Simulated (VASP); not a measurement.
# NbMoO4 (Cmmm) in VASP: single point with LDA

Aim: the single point of NbMoO4 with LDA.

Everything below comes from runs of VASP 6.6.1. Logs are shortened: lines on timing, memory, paths and dates and some standing lists are left out, and cuts for length are marked.

## Step 1: The cell of the first run

Symmetry: Cmmm, No. 65, orthorhombic system. Conventional cell: a = 6.905 Å, b = 6.920 Å, c = 2.765 Å, α = 90.00°, β = 90.00°, γ = 90.00°. Within 2.7 Å of Nb (site symmetry mmm) lie 6 O at 2.00 to 2.04 Å. Within 2.6 Å of Mo (site symmetry mmm) lie 6 O at 1.95 to 2.01 Å. Within 2.7 Å of O (site symmetry m2m) lie 1 Nb at 2.00 Å and 2 Mo at 2.01 Å. Within 2.6 Å of O (site symmetry 2mm) lie 1 Mo at 1.95 Å and 2 Nb at 2.04 Å.

## Step 2: Single point, LDA, collinear spin, ferromagnetic start

INCAR

```
SYSTEM = NbMoO4
  PREC = Accurate
  ENCUT = 520
  EDIFF = 1E-7
  ISMEAR = -1
  SIGMA = 0.05
  LREAL = .False.
  LASPH = .True.
  NELM = 150
  ALGO = Normal
  ISIF = 2
  LWAVE = .False.
  LCHARG = .True.
  ISPIN = 2
  MAGMOM = 0 1 0 0 0 0
  LORBIT = 11
  LMAXMIX = 4
  GGA = CA
  LELF = .True.
  LVHAR = .True.
  NBANDS = 38
```

KPOINTS

```
regular mesh
0
Gamma
  5 5 7
  0 0 0
```

POSCAR

```
NbMoO4
1.0
    3.4599480705     -3.4522949768      0.0000000000
    3.4599480705      3.4522949768      0.0000000000
    0.0000000000      0.0000000000      2.7646680904
Nb Mo O
1 1 4
Direct
    0.5000000000      0.5000000000      0.5000000000
    0.0000000000      0.0000000000      0.0000000000
    0.2104000775      0.2104000775      0.5000000000
    0.7895999225      0.7895999225      0.5000000000
    0.7172982929      0.2827017071      0.0000000000
    0.2827017071      0.7172982929      0.0000000000
```

Potentials or basis: VASP PAW LDA potentials, release 64 (Nb_sv, Mo_sv, O).

Launch:

```
$ cat potpaw_LDA.64/Nb_sv/POTCAR potpaw_LDA.64/Mo_sv/POTCAR potpaw_LDA.64/O/POTCAR > POTCAR
$ mpirun -np 1 vasp_std > vasp.out
```

OUTCAR:

```text
SYSTEM = NbMoO4
   PREC = Accurate
   ENCUT = 520
   EDIFF = 1E-7
   ISMEAR = -1
   LREAL = .False.
   LASPH = .True.
   NELM = 150
   ISIF = 2
   ISPIN = 2
   LORBIT = 11
   GGA = CA

 ion  position               nearest neighbor table
   1  0.500  0.500  0.500-   3 2.00   4 2.00   5 2.04   6 2.04   5 2.04   6 2.04
   2  0.000  0.000  0.000-   5 1.95   6 1.95   3 2.01   4 2.01   3 2.01   4 2.01
   3  0.210  0.210  0.500-   1 2.00   2 2.01   2 2.01
   4  0.790  0.790  0.500-   1 2.00   2 2.01   2 2.01
   5  0.717  0.283  0.000-   2 1.95   1 2.04   1 2.04
   6  0.283  0.717  0.000-   2 1.95   1 2.04   1 2.04

  LATTYP: Found a base centered orthorhombic cell.
 ALAT       =     6.9045899536
 B/A-ratio  =     1.0022168134
 C/A-ratio  =     0.4004101777

  Lattice vectors:

 A1 = (  -3.4599480705,  -3.4522949768,   0.0000000000)
 A2 = (   3.4599480705,  -3.4522949768,   0.0000000000)
 A3 = (   0.0000000000,   0.0000000000,   2.7646680904)

Analysis of symmetry for initial positions (statically):
=====================================================================
 Subroutine PRICEL returns:
 Original cell was already a primitive cell.

 Routine SETGRP: Setting up the symmetry group for a
 base centered orthorhombic supercell.

 Subroutine GETGRP returns: Found  8 space group operations
 (whereof  8 operations were pure point group operations)
 out of a pool of  8 trial point group operations.

The static configuration has the point symmetry D_2h.

Analysis of symmetry for dynamics (positions and initial velocities):
=====================================================================
 Subroutine PRICEL returns:
 Original cell was already a primitive cell.

 Routine SETGRP: Setting up the symmetry group for a
 base centered orthorhombic supercell.

 Subroutine GETGRP returns: Found  8 space group operations
 (whereof  8 operations were pure point group operations)
 out of a pool of  8 trial point group operations.

The dynamic configuration has the point symmetry D_2h.

Analysis of structural, dynamic, and magnetic symmetry:
=====================================================================
 Subroutine PRICEL returns:
 Original cell was already a primitive cell.

 Routine SETGRP: Setting up the symmetry group for a
 base centered orthorhombic supercell.

 Subroutine GETGRP returns: Found  8 space group operations
 (whereof  8 operations were pure point group operations)
 out of a pool of  8 trial point group operations.

The overall configuration has the point symmetry D_2h.

 Subroutine INISYM returns: Found  8 space group operations
 (whereof  8 operations are pure point group operations),
 and found     1 'primitive' translations

----------------------------------------------------------------------------------------

                                     Primitive cell

  volume of cell :      66.0466

  direct lattice vectors                    reciprocal lattice vectors
     3.459948070 -3.452294977  0.000000000     0.144510839 -0.144831193  0.000000000
     3.459948070  3.452294977  0.000000000     0.144510839  0.144831193  0.000000000
     0.000000000  0.000000000  2.764668090     0.000000000  0.000000000  0.361707072

  length of vectors
     4.887696928  4.887696928  2.764668090     0.204595839  0.204595839  0.361707072

  position of ions in fractional coordinates (direct lattice)
     0.500000000  0.500000000  0.500000000
     0.000000000  0.000000000  0.000000000
     0.210400077  0.210400077  0.500000000
     0.789599923  0.789599923  0.500000000
     0.717298293  0.282701707  0.000000000
     0.282701707  0.717298293  0.000000000

  ion indices of the primitive-cell ions
   primitive index   ion index
                 1           1
                 2           2
                 3           3
                 4           4
                 5           5
                 6           6

----------------------------------------------------------------------------------------

 KPOINTS: regular mesh

Automatic generation of k-mesh.
 Grid dimensions read from file:
 generate k-points for:    5    5    7

 Generating k-lattice:

  Cartesian coordinates                     Fractional coordinates (reciprocal lattice)
     0.028902168 -0.028966239  0.000000000     0.200000000  0.000000000  0.000000000
     0.028902168  0.028966239  0.000000000     0.000000000  0.200000000  0.000000000
     0.000000000  0.000000000  0.051672439     0.000000000  0.000000000  0.142857143

  Length of vectors
     0.040919168  0.040919168  0.051672439

  Shift w.r.t. Gamma in fractional coordinates (k-lattice)
     0.000000000  0.000000000  0.000000000

 Subroutine IBZKPT returns following result:
 ===========================================

 Found     36 irreducible k-points:

 Following reciprocal coordinates:
            Coordinates               Weight
  0.000000  0.000000  0.000000      1.000000
  0.200000 -0.000000  0.000000      4.000000
  0.400000 -0.000000  0.000000      4.000000
  0.200000  0.200000  0.000000      2.000000
  0.400000  0.200000  0.000000      4.000000
 -0.400000  0.200000  0.000000      4.000000
[... 16 lines left out ...]
  0.400000  0.200000  0.285714      8.000000
 -0.400000  0.200000  0.285714      8.000000
 [... further k-points ...]
   k-points           NKPTS =     36   k-points in BZ     NKDIM =     36   number of bands    NBANDS=     38
   number of dos      NEDOS =    301   number of ions     NIONS =      6
   total plane-waves  NPLWV =  31104
   dimension x,y,z NGX =    36 NGY =   36 NGZ =   24
   dimension x,y,z NGXF=    72 NGYF=   72 NGZF=   48
   ions per type =               1   1   4
   NGX,Y,Z   is equivalent  to a cutoff of  12.24, 12.24, 14.43 a.u.
   NGXF,Y,Z  is equivalent  to a cutoff of  24.49, 24.49, 28.86 a.u.
 SYSTEM =  NbMoO4
   PREC   = accura    normal or accurate (medium, high low for compatibility)
   ISTART =      0    job   : 0-new  1-cont  2-samecut
   ICHARG =      2    charge: 1-file 2-atom 10-const
   ISPIN  =      2    spin polarized calculation?
   LNONCOLLINEAR =      F non collinear calculations
   LSORBIT =      F    spin-orbit coupling
   LASPH  =      T    aspherical Exc in radial PAW
   ENCUT  =  520.0 eV  38.22 Ry    6.18 a.u.   9.09  9.09  5.14*2*pi/ulx,y,z
   NELM   =    150;   NELMIN=  2; NELMDL= -5     # of ELM steps
   EDIFF  = 0.1E-06   stopping-criterion for ELM
   LREAL  =      F    real-space projection
   EDIFFG = 0.1E-05   stopping-criterion for IOM
   NSW    =      0    number of steps for IOM
   IBRION =     -1    ionic relax: 0-MD 1-quasi-New 2-CG
   NFREE  =      0    steps in history (QN), initial steepest desc. (CG)
   ISIF   =      2    stress and relaxation
   ISYM   =      2    0-nonsym 1-usesym 2-fastsym
   POTIM  = 0.5000    time-step for ionic-motion
   TEBEG  =    0.0;   TEEND  =   0.0 temperature during run
   PSTRESS=    0.0 pullay stress
   NELECT =      51.0000    total number of electrons
   NUPDOWN=      -1.0000    fix difference up-down
   EMIN   =  10.00;   EMAX   =-10.00  energy-range for DOS
   EFERMI =   0.00;   METHOD = LEGACY
   ISMEAR =    -1;   SIGMA  =   0.05  broadening in eV -4-tet -1-fermi 0-gaus
   EFERMI_NEDOS =   21; number of points for ismear=-14 and -15
   IALGO  =     38    algorithm
   IMIX   =      4    mixing-type and parameters
     AMIX     =   0.40;   BMIX     =  1.00
     AMIX_MAG =   1.60;   BMIX_MAG =  1.00
  volume/ion in A,a.u.               =      11.01        74.28
  Fermi-wavevector in a.u.,A,eV,Ry     =   1.501924  2.838226 30.691707  2.255777
  Thomas-Fermi vector in A             =   2.613232
   LORBIT       =     11    0 simple, 1 ext, 2 COOP (PROOUT), +10 PAW based schemes
   GGA     = CA    functional components
   LHFCALC =     F    Hartree Fock is set to
   AEXX    =    0.0000 exact exchange contribution
   IVDW    =     0    specifies the selected vdW correction
   LEPSILON=     F    determine dielectric tensor
   LRPA    =     F    only Hartree local field effects (RPA)
 spin polarized calculation
  energy-cutoff  :      520.00
  volume of cell :       66.05
 maximum number of plane-waves:      1792
   NGX = 19   NGY = 19   NGZ = 11

 number of electron      50.9999994 magnetization      -0.0103984

 number of electron      50.9999994 magnetization       0.0002722

 Free energy of the ion-electron system (eV)
  ---------------------------------------------------
  ext. energy  EPLUGINS =         0.00000000
  ---------------------------------------------------
  free energy    TOTEN  =       -60.07287524 eV

  energy without entropy =      -60.04854735  energy(sigma->0) =      -60.06071129

 E-fermi :   7.9504     XC(G=0): -12.2544

 val. band max:        7.9086724535   @ k =  -0.2000   0.2000   0.1429
 cond. band min:       8.0033277942   @ k =  -0.4000   0.4000   0.4286
 fundamental gap:      0.0946553407
 Fermi energy:         7.9503548039

 spin component 1

 k-point     1 :       0.0000    0.0000    0.0000
  band No.  band energies     occupation
      1     -54.2322      1.00000
      2     -47.6782      1.00000
      3     -28.6695      1.00000
      4     -28.5390      1.00000
      5     -28.1495      1.00000
      6     -24.2249      1.00000
[... 29 lines left out ...]
     36      16.4997      0.00000
     37      16.8155      0.00000

 k-point     2 :       0.2000   -0.0000    0.0000
  band No.  band energies     occupation
      1     -54.2322      1.00000
      2     -47.6782      1.00000
      3     -28.6691      1.00000
      4     -28.5386      1.00000
      5     -28.1494      1.00000
      6     -24.2280      1.00000
[... 29 lines left out ...]
     36      16.4873      0.00000
     37      17.0477      0.00000
[... 838 lines left out ...]
     36      17.3026      0.00000
     37      19.1728      0.00000

 k-point    24 :      -0.4000    0.2000    0.2857
  band No.  band energies     occupation
      1     -54.1653      1.00000
      2     -47.5741      1.00000
      3     -28.7867      1.00000
      4     -28.6075      1.00000
      5     -28.4050      1.00000
      6     -24.2729      1.00000
[... 29 lines left out ...]
     36      17.2904      0.00000
     37      19.3296      0.00000

 [... further k-points ...]

 spin component 2

 k-point     1 :       0.0000    0.0000    0.0000
  band No.  band energies     occupation
      1     -54.2321      1.00000
      2     -47.6782      1.00000
      3     -28.6694      1.00000
      4     -28.5389      1.00000
      5     -28.1493      1.00000
      6     -24.2249      1.00000
[... 29 lines left out ...]
     36      16.4997      0.00000
     37      16.8156      0.00000

 k-point     2 :       0.2000   -0.0000    0.0000
  band No.  band energies     occupation
      1     -54.2321      1.00000
      2     -47.6781      1.00000
      3     -28.6690      1.00000
      4     -28.5385      1.00000
      5     -28.1493      1.00000
      6     -24.2280      1.00000
[... 29 lines left out ...]
     36      16.4873      0.00000
     37      17.0477      0.00000
[... 838 lines left out ...]
     36      17.3026      0.00000
     37      19.1728      0.00000

 k-point    24 :      -0.4000    0.2000    0.2857
  band No.  band energies     occupation
      1     -54.1651      1.00000
      2     -47.5741      1.00000
      3     -28.7866      1.00000
      4     -28.6074      1.00000
      5     -28.4049      1.00000
      6     -24.2728      1.00000
[... 29 lines left out ...]
     36      17.2904      0.00000
     37      19.3296      0.00000

 [... further k-points ...]

 [bands above 37 left out]

------------------------ aborting loop because EDIFF is reached ----------------------------------------

  FORCE on cell =-STRESS in cart. coord.  units (eV):
  Direction    XX          YY          ZZ          XY          YZ          ZX
  --------------------------------------------------------------------------------------
  -------------------------------------------------------------------------------------
  Total        0.3747263      0.4198310      0.3903500      0.0000000      0.0000000      0.0000000
  in kB        9.0902184     10.1843809      9.4692211      0.0000000      0.0000000      0.0000000
  external PRESSURE =       9.5812734 kB  Pullay stress =       0.0000000 kB

 VOLUME and BASIS-vectors are now :
 -----------------------------------------------------------------------------
  energy-cutoff  :      520.00
  volume of cell :       66.05
      direct lattice vectors                 reciprocal lattice vectors
     3.459948070 -3.452294977  0.000000000     0.144510839 -0.144831193  0.000000000
     3.459948070  3.452294977  0.000000000     0.144510839  0.144831193  0.000000000
     0.000000000  0.000000000  2.764668090     0.000000000  0.000000000  0.361707072

 POSITION                                       TOTAL-FORCE (eV/Angst)
 -----------------------------------------------------------------------------------
      3.45995      0.00000      1.38233        -0.000000      0.000000     -0.000000
      0.00000      0.00000      0.00000        -0.000000      0.000000     -0.000000
      1.45595      0.00000      1.38233         0.092083      0.000000     -0.000000
      5.46395      0.00000      1.38233        -0.092083      0.000000     -0.000000
      3.45995     -1.50036      0.00000        -0.000000      0.021949      0.000000
      3.45995      1.50036      0.00000        -0.000000     -0.021949     -0.000000
 -----------------------------------------------------------------------------------
    total drift:                                0.000000      0.000000      0.000000

  FREE ENERGIE OF THE ION-ELECTRON SYSTEM (eV)
  ---------------------------------------------------
  free  energy   TOTEN  =       -60.0728752410 eV

  energy  without entropy=      -60.0485473460  energy(sigma->0) =      -60.06071129

 total charge

# of ion       s       p       d       tot
------------------------------------------
    1        2.186   6.111   2.308  10.605
    2        2.329   6.299   3.792  12.420
    3        1.556   3.492   0.000   5.048
    4        1.556   3.492   0.000   5.048
    5        1.557   3.497   0.000   5.054
    6        1.557   3.497   0.000   5.054
--------------------------------------------------
tot         10.742  26.387   6.100  43.229

 magnetization (x)

# of ion       s       p       d       tot
------------------------------------------
    1        0.000   0.000   0.000   0.000
    2        0.000   0.000   0.000   0.000
    3       -0.000   0.000   0.000   0.000
    4       -0.000   0.000   0.000   0.000
    5       -0.000   0.000   0.000   0.000
    6       -0.000   0.000   0.000   0.000
--------------------------------------------------
tot          0.000   0.000   0.000   0.000
```

Wall time 3.3 min (1 thread of Intel Xeon Platinum 8488C (Sapphire Rapids), shared host); peak memory 0.25 GiB.

What came out:

```yaml
Free_energy: -60.0729 eV
Pressure: 1.0 GPa
Largest_force: 0.092 eV/Å
Net_moment: 0.00 μB per cell
Valence_electrons_inside_the_program's_atomic_spheres: Nb 10.61; Mo 12.42; O 5.05
```

Forces on the atoms (eV/Å):
```
Nb   0.000  0.000  0.000
Mo   0.000  0.000  0.000
O    0.092  0.000  0.000
O   -0.092  0.000  0.000
O    0.000  0.022  0.000
O    0.000 -0.022  0.000
```

Levels at points of the mesh, in eV from the Fermi level:
Spin up:
| k point | band 23 | band 24 | band 25 | band 26 | band 27 | band 28 | band 29 | band 30 |
| --- | --- | --- | --- | --- | --- | --- | --- | --- |
| (0.00, 0.00, 0.00) | -2.96 | -2.52 | -2.14 | -1.43 | -0.05 | 0.51 | 1.69 | 3.62 |
Spin down:
| k point | band 22 | band 23 | band 24 | band 25 | band 26 | band 27 | band 28 | band 29 | band 30 | band 31 |
| --- | --- | --- | --- | --- | --- | --- | --- | --- | --- | --- |
| (0.00, 0.00, 0.00) | -3.35 | -2.96 | -2.52 | -2.14 | -1.43 | -0.05 | 0.51 | 1.69 | 3.62 | 3.86 |
